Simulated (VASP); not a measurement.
A run of VASP 6.6.1 is set up as follows.

The input INCAR:

```
  PREC = Accurate
  ENCUT = 520
  EDIFF = 1E-6
  ISMEAR = 0
  SIGMA = 0.01
  LREAL = F
  LASPH = T
  NELM = 100
  ALGO = Normal
  ISIF = 2
  LWAVE = F
  LCHARG = F
  GGA = PS
  NBANDS = 11
```

KPOINTS

```
regular mesh
0
Gamma
  10 10 10
```

POSCAR

```
SiC
1.0
    0.0000000000      2.2015855622      2.2015855622
    2.2015855622      0.0000000000      2.2015855622
    2.2015855622      2.2015855622      0.0000000000
Si C
1 1
Direct
    0.0000000000      0.0000000000      0.0000000000
    0.2500000000      0.2500000000      0.2500000000
```

Potentials or basis: VASP PAW PBE potentials, release 64 (Si, C).

Command:

```bash
$ cat potpaw_PBE.64/Si/POTCAR potpaw_PBE.64/C/POTCAR > POTCAR
$ mpirun -np 1 vasp_std > vasp.out
```

**Question.** Predict the pressure.

**Answer.** -6.3 GPa.

**Question.** Estimate the band gap on the k mesh.

**Answer.** 1.26 eV, indirect (least direct gap 4.41 eV).

Caveat: the PAW data sets were made with another functional, which shifts forces and pressure a little. A k mesh can miss the band edges.
